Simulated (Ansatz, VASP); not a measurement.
**One calculation of Sn3Te, two programs**

Contents of INCAR:

```
SYSTEM = Sn3Te
ALGO = Normal ; EDIFF = 1E-6
ENCUT = 520 ; GGA = PE
ISIF = 2 ; ISMEAR = -1
LASPH = .TRUE. ; LCHARG = .FALSE.
LREAL = .FALSE. ; LWAVE = .FALSE.
NBANDS = 32 ; NELM = 60
PREC = Accurate ; SIGMA = 0.1
```

KPOINTS

```
k-points
0
G
  5 5 5
  0 0 0
```

POSCAR

```
Sn3Te
1.0
    4.7408070218      0.0000000000      0.0000000000
    0.0000000000      4.7408070218      0.0000000000
    0.0000000000      0.0000000000      4.7408070218
Sn Te
3 1
Direct
    0.5000000000      0.5000000000      0.0000000000
    0.5000000000      0.0000000000      0.5000000000
    0.0000000000      0.5000000000      0.5000000000
    0.0000000000      0.0000000000      0.0000000000
```

Input for Ansatz:

```yaml
crystal:
  lattice:
    - [4.740807021806232, 0.0, 0.0]
    - [0.0, 4.740807021806232, 0.0]
    - [0.0, 0.0, 4.740807021806232]
  atoms:
    - { symbol: Sn, position: [0.5, 0.5, 0.0] }
    - { symbol: Sn, position: [0.5, 0.0, 0.5] }
    - { symbol: Sn, position: [0.0, 0.5, 0.5] }
    - { symbol: Te, position: [0.0, 0.0, 0.0] }
basis:
  ecutwfc: 500.0
kpoints:
  mp_grid:
    grid: [5, 5, 5]
scf:
  occupations:
    method: fermi_dirac
    width: 0.1
output:
  stress: true
```

Alike in both runs: task single point; functional PBE; k mesh 5 × 5 × 5; occupations fermi-dirac, width 0.1 eV; no spin polarisation.

|  | VASP | Ansatz |
| --- | --- | --- |
| version | VASP 6.6.1 | Ansatz 0.2.0 |
| potentials or method | VASP PAW PBE potentials, release 64 (Sn_d, Te), cutoff 520 eV | plane waves, PAW |
| valence electrons in the cell | 48 | 58 |

VASP gave:

- pressure (GPa): 4.7

Problem. Estimate Ansatz's values.

Solution. Pressure (GPa): 4.8.

VASP's potentials hold 48 valence electrons a cell and Ansatz's 58, so a difference there can come from the potentials and not from the codes.

Neither program's run includes spin-orbit coupling.
